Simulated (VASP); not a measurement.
Crystal: SrO.

```
Sr O
1.0
     0.00000    2.79228    2.79228
     2.79228    0.00000    2.79228
     2.79228    2.79228    0.00000
Sr O
1 1
Cartesian
  0.0000 0.0000 0.0000
  1.3961 1.3961 1.3961
```

Program: VASP 6.6.1. Alike in all runs: task single point; potentials or basis VASP PAW PBE potentials, release 64 (Sr_sv, O); cell as given; cutoff (eV) 520; smearing gaussian 0.01 eV. Hardware: 1 thread of Intel Xeon 8259CL, on a shared host.

Question: Order these runs on this cell by their wall time, lowest first.
A. level HSE06; spin off; k mesh 4 × 4 × 4; grid for exact exchange (PRECFOCK) Normal; screening parameter 0.2079 1/Å
B. level PBE; spin off; k mesh 8 × 8 × 8
C. level PBE; spin non-collinear, zero start, SOC; k mesh 8 × 8 × 8

Answer: B (31 s), C (310 s), A (980 s).

Caveats: some runs use coarse meshes.
